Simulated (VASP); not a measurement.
# CuRe12 (a cell with a defect) in VASP: further runs, part 2 of 2

VASP 6.6.1. Earlier steps stand in the parts before.

## 4. Single point, PBEsol

INCAR reads:

```
SYSTEM = CuRe12
ALGO = Normal
EDIFF = 1E-6
ENCUT = 520
GGA = PS
ISIF = 2
ISMEAR = -1
LASPH = .TRUE.
LCHARG = .FALSE.
LREAL = .FALSE.
LWAVE = .FALSE.
NBANDS = 60
NELM = 100
PREC = Accurate
SIGMA = 0.1
```

KPOINTS reads:

```
k-points
0
G
  3 2 3
  0 0 0
```

POSCAR reads:

```
CuRe12
1.0
    5.5200000000      0.0000000000      0.0000000000
   -4.1400000000      7.1706900000      0.0000000000
    0.0000000000      0.0000000000      4.4574000000
Re Cu
12 1
Direct
   -0.0108137301     -0.0048530895     -0.1000807646
    0.1703766413      0.2279418020      0.5107461749
    0.0303055595      0.3421706977      0.0337192085
    0.1549535734      0.5403245713      0.4868084534
   -0.0601015319      0.6243332232      0.0461704132
    0.1531085374      0.9332993059      0.3606586799
    0.6110842463      0.0491026665      0.0635347961
    0.6642723546      0.2055032361      0.5503432494
    0.4631628138      0.3041687759      0.0544712164
    0.6691730860      0.5401293320      0.5263157895
    0.4987777474      0.6815104265      0.0209987885
    0.6667771274      0.8682149138      0.4473235518
    0.2879848788      0.8297527853      0.7633822408
```

Potentials or basis: VASP PAW PBE potentials, release 64 (Re, Cu).

Command:

```sh
$ cat potpaw_PBE.64/Re/POTCAR potpaw_PBE.64/Cu/POTCAR > POTCAR
$ mpirun -np 1 vasp_std > vasp.out
```

OUTCAR:

```text
SYSTEM = CuRe12
   EDIFF = 1E-6
   ENCUT = 520
   GGA = PS
   ISIF = 2
   ISMEAR = -1
   LASPH = .TRUE.
   LREAL = .FALSE.
   NELM = 100
   PREC = Accurate

 ion  position               nearest neighbor table
   1  0.989  0.995  0.900-   6 2.40   2 2.41   7 2.45  12 2.54   9 2.68  13 2.69   6 2.71  11 2.71
                             3 2.83  12 2.89   5 3.02   2 3.19   7 3.31   8 3.44
   2  0.170  0.228  0.511-   1 2.41   9 2.48   6 2.49   3 2.60   4 2.63  10 2.67   8 2.71   3 2.77
                             9 2.80   8 2.83  12 2.90   1 3.19   7 3.34
   3  0.030  0.342  0.034-   7 2.38   4 2.47   9 2.56   2 2.60   5 2.62  11 2.71   2 2.77   8 2.78
                             4 2.82   1 2.83   8 2.89   9 2.99
   4  0.155  0.540  0.487-  13 2.46   3 2.47   5 2.56   2 2.63  11 2.66  10 2.69   8 2.76  12 2.78
                             3 2.82  10 2.84  11 2.90   5 2.99   6 3.31
   5  0.940  0.624  0.046-  13 2.21  10 2.50   4 2.56   3 2.62   6 2.62   9 2.64  10 2.65  11 2.71
                            11 2.88   4 2.99   1 3.02
   6  0.153  0.933  0.361-  13 2.27   1 2.40   2 2.49  12 2.49   7 2.58   5 2.62   1 2.71   8 2.72
                             9 2.99  13 3.00  10 3.10  12 3.16   4 3.31
   7  0.611  0.049  0.064-  13 2.24   3 2.38  12 2.39   1 2.45   8 2.47   8 2.57   6 2.58   9 2.62
                            11 2.79  12 3.22   1 3.31   2 3.34
   8  0.664  0.206  0.550-   7 2.47   7 2.57   2 2.71   6 2.72   4 2.76  10 2.76   9 2.77   3 2.78
                             9 2.80   2 2.83  12 2.84   3 2.89  13 2.90   1 3.44
   9  0.463  0.304  0.054-   2 2.48   3 2.56   7 2.62   5 2.64   1 2.68  10 2.70   8 2.77   8 2.80
                             2 2.80  10 2.90   3 2.99   6 2.99  11 3.03
  10  0.669  0.540  0.526-   5 2.50   5 2.65   2 2.67   4 2.69   9 2.70  12 2.75   8 2.76   4 2.84
                            11 2.87  11 2.90   9 2.90   6 3.10
  11  0.499  0.682  0.021-  12 2.33  13 2.37   4 2.66   5 2.71   3 2.71   1 2.71   7 2.79  10 2.87
                             5 2.88  12 2.89   4 2.90  10 2.90   9 3.03
  12  0.667  0.868  0.447-  11 2.33   7 2.39  13 2.41   6 2.49   1 2.54  10 2.75   4 2.78   8 2.84
                            11 2.89   1 2.89   2 2.90   6 3.16   7 3.22
  13  0.288  0.830  0.763-   5 2.21   7 2.24   6 2.27  11 2.37  12 2.41   4 2.46   1 2.69   8 2.90
                             6 3.00

  LATTYP: Found a simple monoclinic cell.
[... 205 lines left out ...]
  ext. energy  EPLUGINS =         0.00000000
  ---------------------------------------------------
  free energy    TOTEN  =      -156.38258807 eV

  energy without entropy =     -156.10569560  energy(sigma->0) =     -156.24414183

 E-fermi :   8.9610     XC(G=0): -14.0819

 val. band max:        8.9555147270   @ k =   0.3333   0.5000   0.0000
 cond. band min:       8.9617566004   @ k =   0.0000   0.5000   0.0000
 fundamental gap:      0.0062418733
 Fermi energy:         8.9609852210

 k-point     1 :       0.0000    0.0000    0.0000
  band No.  band energies     occupation
      1      -1.7686      2.00000
      2       1.4180      2.00000
      3       1.5696      2.00000
      4       1.7269      2.00000
      5       2.0197      2.00000
      6       2.1378      2.00000
[... 609 lines left out ...]
     58      11.1564      0.00000
     59      11.1896      0.00000
 [bands above 59 left out]

------------------------ aborting loop because EDIFF is reached ----------------------------------------

  FORCE on cell =-STRESS in cart. coord.  units (eV):
  Direction    XX          YY          ZZ          XY          YZ          ZX
  --------------------------------------------------------------------------------------
  -------------------------------------------------------------------------------------
  Total       41.5821693     41.1549794     53.3892945      2.1528075      0.8397811      3.8431970
  in kB      377.6035687    373.7242996    484.8229057     19.5494319      7.6259689     34.8996918
  external PRESSURE =     412.0502580 kB  Pullay stress =       0.0000000 kB

 VOLUME and BASIS-vectors are now :
 -----------------------------------------------------------------------------
  energy-cutoff  :      520.00
  volume of cell :      176.43
      direct lattice vectors                 reciprocal lattice vectors
     5.520000000  0.000000000  0.000000000     0.181159420  0.104592445  0.000000000
    -4.140000000  7.170690000  0.000000000     0.000000000  0.139456593  0.000000000
     0.000000000  0.000000000  4.457400000     0.000000000  0.000000000  0.224346031

 POSITION                                       TOTAL-FORCE (eV/Angst)
 -----------------------------------------------------------------------------------
      1.34040      7.13589      4.01130         1.076063     -1.694292      1.423291
     -0.00320      1.63450      2.27660        -0.085832      2.250399      1.251758
     -1.24930      2.45360      0.15030        -0.564160      1.443324     -2.513835
     -1.38160      3.87450      2.16990         0.061610      0.067569      2.275412
      2.60350      4.47690      0.20580        -1.067014     -1.603704     -0.521421
     -3.01870      6.69240      1.60760         1.821886     -1.473552     -0.368731
      3.16990      0.35210      0.28320        -1.043303     -0.817799     -1.156475
      2.81600      1.47360      2.45310        -0.925481      1.839516      1.008119
      1.29740      2.18110      0.24280         1.342724      1.915575     -1.863379
      1.45770      3.87310      2.34600        -0.928060      0.423352      0.774717
     -0.06820      4.88690      0.09360         1.703628     -3.426156     -1.882096
      0.08620      6.22570      1.99390        -0.218421     -0.118814      2.943117
     -1.84550      5.94990      3.40270        -1.173640      1.194581     -1.370475
 -----------------------------------------------------------------------------------
    total drift:                               -0.000342      0.000506      0.000475

  FREE ENERGIE OF THE ION-ELECTRON SYSTEM (eV)
  ---------------------------------------------------
  free  energy   TOTEN  =      -156.3825880665 eV

  energy  without entropy=     -156.1056955955  energy(sigma->0) =     -156.24414183
```

OSZICAR:

```text
N       E                     dE             d eps       ncg     rms          rms(c)
DAV:   1     0.213286437671E+04    0.21329E+04   -0.27091E+04  1672   0.216E+03
DAV:   2     0.148326646578E+03   -0.19845E+04   -0.19010E+04  1888   0.174E+03
[... 39 lines left out ...]
DAV:  42    -0.156382607387E+03    0.14134E-04   -0.27542E-04  2400   0.388E-01    0.417E-01
DAV:  43    -0.156382639918E+03   -0.32531E-04   -0.98557E-05  2400   0.238E-01    0.304E-01
DAV:  44    -0.156382611443E+03    0.28475E-04   -0.47327E-05  2400   0.201E-01    0.158E-01
DAV:  45    -0.156382602814E+03    0.86283E-05   -0.13031E-05  1448   0.448E-02    0.783E-02
DAV:  46    -0.156382587874E+03    0.14941E-04   -0.37339E-05  2400   0.183E-01    0.693E-02
DAV:  47    -0.156382588066E+03   -0.19289E-06   -0.84805E-06  1288   0.873E-02
   1 F= -.15638259E+03 E0= -.15624414E+03  d E =-.276892E+00
```

Run time: 15 min. Hardware: 1 thread of Oxide Virtual Turin-like, shared host; peak memory 0.31 GiB.

Results:

* Free energy: -156.3826 eV
* Pressure: 41.2 GPa
* Largest force: 4.264 eV/Å

Forces on the atoms (eV/Å):
```
Re   1.076 -1.694  1.423
Re  -0.086  2.250  1.252
Re  -0.564  1.443 -2.514
Re   0.062  0.068  2.275
Re  -1.067 -1.604 -0.521
Re   1.822 -1.474 -0.369
Re  -1.043 -0.818 -1.156
Re  -0.925  1.840  1.008
Re   1.343  1.916 -1.863
Re  -0.928  0.423  0.775
Re   1.704 -3.426 -1.882
Re  -0.218 -0.119  2.943
Cu  -1.174  1.195 -1.370
```

Stress tensor (GPa, compression positive):
```
37.76  1.95  3.49
 1.95 37.37  0.76
 3.49  0.76 48.48
```

Levels at points of the mesh, in eV from the Fermi level:
| k point | band 44 | band 45 | band 46 | band 47 | band 48 | band 49 | band 50 | band 51 |
| --- | --- | --- | --- | --- | --- | --- | --- | --- |
| (0.00, 0.00, 0.00) | -0.67 | -0.54 | -0.46 | -0.17 | -0.04 | 0.13 | 0.41 | 0.54 |
| (0.00, 0.50, 0.00) | -0.82 | -0.63 | -0.57 | -0.49 | -0.32 | 0.00 | 0.09 | 0.34 |

Caveat: the k points lie up to 0.47 Å⁻¹ apart; the PAW data sets were made with another functional, which shifts forces and pressure a little; spin-orbit coupling is left out, which moves the levels of the heavy elements.
